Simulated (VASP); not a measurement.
# BaTiO3 (R3m) in VASP: a series of runs, part 2 of 2

VASP 6.6.1.

## (4) Relaxation of shape and atoms at fixed volume, r2SCAN (13.42 Å³/atom)

This run uses another cell than the first one, of 13.42 Å³/atom.

File POSCAR:

```
BaTiO3
1.0
    2.8681748548      1.6559415245      2.3545178385
   -2.8681748548      1.6559415245      2.3545178385
    0.0000000000     -3.3118830490      2.3545178385
Ba Ti O
1 1 3
Direct
    0.0027851063      0.0027851063      0.0027851063
    0.5162478490      0.5162478490      0.5162478490
    0.4897536543      0.4897536543      0.9801597361
    0.4897536543      0.9801597361      0.4897536543
    0.9801597361      0.4897536543      0.4897536543
```

File INCAR.step1:

```
ALGO = Normal
EDIFF = 1E-5
EDIFFG = -0.005
ENCUT = 660
GGA = PE
GGA_COMPAT = F
IBRION = 2
ISIF = 3
ISMEAR = 0
LASPH = T
LCHARG = F
LREAL = F
LWAVE = T
NELM = 120
NELMIN = 4
NSW = 100
PREC = Accurate
SIGMA = 0.02
```

File INCAR.step2:

```
ALGO = Normal
EDIFF = 1E-7
EDIFFG = -0.01
ENCUT = 660
GGA_COMPAT = F
IBRION = 2
ISIF = 4
ISMEAR = 0
ISTART = 1
LASPH = T
LCHARG = F
LMIXTAU = T
LREAL = F
LWAVE = F
METAGGA = R2SCAN
NELM = 120
NELMIN = 4
NSW = 50
PREC = Accurate
SIGMA = 0.02
```

File KPOINTS:

```
k-points
0
Gamma
  6 6 6
```

Potentials or basis: VASP PAW PBE potentials, release 64 (Ba_sv, Ti_sv, O).

Launch:

```sh
cat potpaw_PBE.64/Ba_sv/POTCAR potpaw_PBE.64/Ti_sv/POTCAR potpaw_PBE.64/O/POTCAR > POTCAR
cp INCAR.step1 INCAR
mpirun -np 1 vasp_std > vasp.out
cp INCAR.step2 INCAR
mpirun -np 1 vasp_std > vasp.out
```

OUTCAR:

```text
EDIFF = 1E-7
   EDIFFG = -0.01
   ENCUT = 660
   IBRION = 2
   ISIF = 4
   ISMEAR = 0
   ISTART = 1
   LASPH = T
   LREAL = F
   METAGGA = R2SCAN
   NELM = 120
   NELMIN = 4
   NSW = 50
   PREC = Accurate

 ion  position               nearest neighbor table
   1  0.003  0.003  0.003-   3 2.80   4 2.80   5 2.80   5 2.87   4 2.87   4 2.87   5 2.87   3 2.87
                             3 2.87   3 2.96   4 2.96   5 2.96   2 3.44   2 3.48   2 3.48   2 3.48
   2  0.516  0.516  0.516-   3 1.89   4 1.89   5 1.89   3 2.18   4 2.18   5 2.18   1 3.44   1 3.48
                             1 3.48   1 3.48   1 3.55   1 3.55   1 3.55   1 3.63
   3  0.490  0.490  0.980-   2 1.89   2 2.18   1 2.80   1 2.87   1 2.87   1 2.96
   4  0.490  0.980  0.490-   2 1.89   2 2.18   1 2.80   1 2.87   1 2.87   1 2.96
   5  0.980  0.490  0.490-   2 1.89   2 2.18   1 2.80   1 2.87   1 2.87   1 2.96

  LATTYP: Found a trigonal (rhomboedric) cell.
 ALAT       =     4.0635358473
 COS(alpha) =     0.0036015275

  Lattice vectors:

 A1 = (   2.8681748548,   1.6559415245,   2.3545178385)
 A2 = (  -2.8681748548,   1.6559415245,   2.3545178385)
 A3 = (   0.0000000000,  -3.3118830490,   2.3545178385)

Analysis of symmetry for initial positions (statically):
[... 182 lines left out ...]

------------------------ aborting loop because EDIFF is reached ----------------------------------------

  FORCE on cell =-STRESS in cart. coord.  units (eV):
  Direction    XX          YY          ZZ          XY          YZ          ZX
  --------------------------------------------------------------------------------------
  -------------------------------------------------------------------------------------
  Total       -1.3985151     -1.3985151     -1.3029237      0.0000000     -0.0000000      0.0000000
  in kB      -33.3944180    -33.3944180    -31.1118402      0.0000000     -0.0000000      0.0000000
  external PRESSURE =     -32.6335587 kB  Pullay stress =       0.0000000 kB
[... 260 lines left out ...]
--------------------------------------- Ionic step        8  -------------------------------------------

 number of electron      40.0000005 magnetization

 Free energy of the ion-electron system (eV)
  ---------------------------------------------------
  ext. energy  EPLUGINS =         0.00000000
  ---------------------------------------------------
  free energy    TOTEN  =       -74.28180283 eV

  energy without entropy =      -74.28180283  energy(sigma->0) =      -74.28180283

 E-fermi :   3.3605     XC(G=0): -11.6335

 val. band max:        3.1051949333   @ k =   0.5000   0.5000   0.5000
 cond. band min:       6.0053395007   @ k =   0.0000   0.0000   0.0000
 fundamental gap:      2.9001445675
 Fermi energy:         3.3604766804

 k-point     1 :       0.0000    0.0000    0.0000
  band No.  band energies     occupation
      1     -55.4527      2.00000
      2     -30.6497      2.00000
      3     -30.6467      2.00000
      4     -30.6467      2.00000
      5     -22.4633      2.00000
      6     -14.5700      2.00000
[... 637 lines left out ...]
     23       7.5129      0.00000
     24       9.0695      0.00000

 [... further k-points ...]
[... 5 lines left out ...]
  --------------------------------------------------------------------------------------
  -------------------------------------------------------------------------------------
  Total       -0.9854296     -0.9854296     -0.9737961     -0.0000000     -0.0000000     -0.0000000
  in kB      -23.5305640    -23.5305640    -23.2527730     -0.0000000     -0.0000000     -0.0000000
  external PRESSURE =     -23.4379670 kB  Pullay stress =       0.0000000 kB
[... 20 lines left out ...]
  FREE ENERGIE OF THE ION-ELECTRON SYSTEM (eV)
  ---------------------------------------------------
  free  energy   TOTEN  =       -74.2818028342 eV

  energy  without entropy=      -74.2818028342  energy(sigma->0) =      -74.28180283

 reached required accuracy - stopping structural energy minimisation
```

OUTCAR.step1:

```text
EDIFF = 1E-5
   EDIFFG = -0.005
   ENCUT = 660
   GGA = PE
   IBRION = 2
   ISIF = 3
   ISMEAR = 0
   LASPH = T
   LREAL = F
   NELM = 120
[... 1074 lines left out ...]
  -------------------------------------------------------------------------------------
  Total       -0.0066687     -0.0066687      0.0049793      0.0000000      0.0000000     -0.0000000
  in kB       -0.1581684     -0.1581684      0.1180997      0.0000000      0.0000000     -0.0000000
  external PRESSURE =      -0.0660790 kB  Pullay stress =       0.0000000 kB
[... 20 lines left out ...]
  FREE ENERGIE OF THE ION-ELECTRON SYSTEM (eV)
  ---------------------------------------------------
  free  energy   TOTEN  =       -40.0719120479 eV

  energy  without entropy=      -40.0719120479  energy(sigma->0) =      -40.07191205

 reached required accuracy - stopping structural energy minimisation
```

Run time: 11 min. Hardware: 1 thread of Intel Xeon 6975P-C (Granite Rapids), shared host; peak memory 0.28 GiB.

Results:

| Quantity | Value |
| --- | --- |
| Free energy | -74.2818 eV |
| Energy gained by relaxing | 0.6 meV/atom |
| Ionic steps | 8 |
| Pressure after relaxing | -2.3 GPa |
| Largest force after relaxing | 0.008 eV/Å |
| Band gap on the k mesh | 2.90 eV (least direct gap 3.43 eV) |

Forces on the atoms (eV/Å):
```
Ba   0.000  0.000  0.008
Ti   0.000  0.000 -0.006
O    0.000  0.001 -0.001
O    0.001 -0.001 -0.001
O   -0.001 -0.001 -0.001
```

Step by step:
| step | energy change (eV) | largest force (eV/Å) | pressure (GPa) | volume (Å³) |
| --- | --- | --- | --- | --- |
| 1 | 0.0000 | 0.1666 | -3.26 | 67.10 |
| 2 | -0.0028 | 0.0634 | -2.64 | 67.10 |
| 3 | -0.0030 | 0.0270 | -2.43 | 67.10 |
| 4 | -0.0030 | 0.0246 | -2.42 | 67.10 |
| 5 | -0.0031 | 0.0192 | -2.36 | 67.10 |
| 6 | -0.0031 | 0.0165 | -2.33 | 67.10 |
| 7 | -0.0031 | 0.0165 | -2.34 | 67.10 |
| 8 | -0.0032 | 0.0076 | -2.34 | 67.10 |

Final structure:
```
Ba Ti O
1.0
     2.86714    1.65535    2.35621
    -2.86714    1.65535    2.35621
     0.00000   -3.31069    2.35621
Ba Ti O
1 1 3
Direct
  0.00323 0.00323 0.00323
  0.51813 0.51813 0.51813
  0.48970 0.48970 0.97794
  0.48970 0.97794 0.48970
  0.97794 0.48970 0.48970
```

Caveat: the PAW data sets were made with another functional, which shifts forces and pressure a little; spin-orbit coupling is left out, which moves the levels of the heavy elements. A k mesh can miss the band edges.

## (5) Summary

| task | potentials or basis | cell | cutoff (eV) | smearing | gap on the mesh (eV) | pressure (GPa) | largest force (eV/Å) |
| --- | --- | --- | --- | --- | --- | --- | --- |
| single point | VASP PAW PBE potentials, release 64 (Ba_sv, Ti_sv, O_h) | a = 4.024 Å, angles 89.8°, 5 atoms | 910 | gaussian 0.02 eV | 2.86 | 1.7 | 0.13 |
| single point | VASP PAW PBE potentials, release 64 (Ba_sv, Ti_sv, O_h) | a = 4.024 Å, angles 89.8°, 5 atoms | 910 | gaussian 0.05 eV | 2.86 | 1.7 | 0.13 |
| relaxation of shape and atoms at fixed volume | VASP PAW PBE potentials, release 64 (Ba_sv, Ti_sv, O) | relaxed from a = 4.064 Å, angles 89.8°, 5 atoms | 660 | gaussian 0.02 eV | 2.90 | -2.3 | 0.01 |

Alike in all rows: level r2SCAN; no spin polarisation; k mesh 6 × 6 × 6.

Caveats: the PAW data sets were made with another functional, which shifts forces and pressure a little; spin-orbit coupling is left out, which moves the levels of the heavy elements; the cutoff is under 1.25 times the usual one of these potentials, so pressure, stress and relaxed cells hold a basis-set (Pulay) error (at least some runs).

Absolute energies hang on the potentials; compare differences alone.
